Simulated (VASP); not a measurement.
RbBr:

```xyz
2
Lattice="0.0000 3.4270 3.4270 3.4270 0.0000 3.4270 3.4270 3.4270 0.0000" Properties=species:S:1:pos:R:3 pbc="T T T"
Rb    0.0000    0.0000    0.0000
Br    3.4270    3.4270    3.4270
```

Base run:

```yaml
Program: VASP 6.6.1
Functional: PBE-based screened hybrid
Potentials_or_basis: VASP PAW PBE potentials, release 64 (Rb_sv, Br)
Cutoff: 520 eV
k_mesh: 4 × 4 × 4
Occupations: fermi-dirac, width 0.05 eV
Spin: no spin polarisation
```

Its results: band gap on the k mesh 5.70 eV, direct; pressure 0.8 GPa.

Question: After a change of settings the same cell gave: band gap on the k mesh 5.54 eV, direct; pressure 0.8 GPa. Which change was it?
A. functional from PBE-based screened hybrid to PBE; k mesh from 4 × 4 × 4 to 6 × 6 × 6
B. screening parameter from 0.15 1/Å to 0.3 1/Å
C. screening parameter from 0.15 1/Å to 0.2 1/Å
D. further incar settings from ALGO = Normal; EDIFF = 1e-06; NBANDS = 15 to ALGO = Normal; EDIFF = 1e-07; NBANDS = 15; screening parameter from 0.15 1/Å to 0.1 1/Å

Answer: C.

Caveats: the PAW data sets were made with another functional, which shifts forces and pressure a little.
